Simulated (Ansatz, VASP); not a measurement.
**One calculation of CaO, two programs**

```xyz
2
Lattice="2.8321 0.0000 0.0000 0.0000 2.9032 0.0000 0.0000 0.0000 2.9032" Properties=species:S:1:pos:R:3 pbc="T T T"
Ca    0.0000    0.0000    0.0000
O     1.4160    1.4516    1.4516
```

Change from the starting cell: uniaxial_x strain -2.5%.

Alike in both runs: task single point; functional r2SCAN; k mesh 8 × 8 × 8; no spin polarisation.

|  | VASP | Ansatz |
| --- | --- | --- |
| version | VASP 6.6.1 | Ansatz 0.2.0 |
| potentials or method | VASP PAW PBE potentials, release 64 (Ca_sv, O) | plane waves, PAW |
| plane-wave cutoff (eV) | 520 | 500 |
| occupations | gaussian, width 0.01 eV | fixed |
| valence electrons in the cell | 16 | 16 |

|  | VASP | Ansatz | Ansatz less VASP |
| --- | --- | --- | --- |
| gap on the k mesh at the Fermi level (eV) | 3.11 | 3.11 | -0.001 |
| pressure (GPa) | 4.3 | 3.2 | -1.18 |
| traceless stress, the component that is largest in VASP (GPa) | 6.86 | 6.86 | -0.004 |

VASP's potentials were made for PBE, not for r2SCAN.
